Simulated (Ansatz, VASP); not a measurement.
One calculation of BP, two programs

```
B P
1.0
     0.00000    2.26900    2.22362
     2.26900    0.00000    2.22362
     2.26900    2.26900    0.00000
B P
1 1
Direct
  0.00000 0.00000 0.00000
  0.75000 0.75000 0.75000
```

Change from the starting cell: zz strain of -2 %, crystal datasets.

Alike in both runs: task electric field gradients; functional PBE; k mesh 15 × 15 × 15; occupations fermi-dirac, width 0.05 eV; no spin polarisation.

|  | VASP | Ansatz |
| --- | --- | --- |
| version | VASP 6.6.1 | Ansatz 0.2.0 |
| potentials or method | VASP PAW PBE potentials, release 64 (B, P), cutoff 520 eV | all-electron PAW with datasets made for the crystal, scalar-relativistic |

```tsv
	VASP	Ansatz	Ansatz less VASP
pressure (GPa)	4.4	4.6	+0.20
traceless stress, the component that is largest in VASP (GPa)	3.57	3.57	-0.003
size of Vzz on the site where it differs most (V/Å²)	0.1	0.2	+0.08
```

Ansatz ran all-electron here, and VASP with PAW potentials.
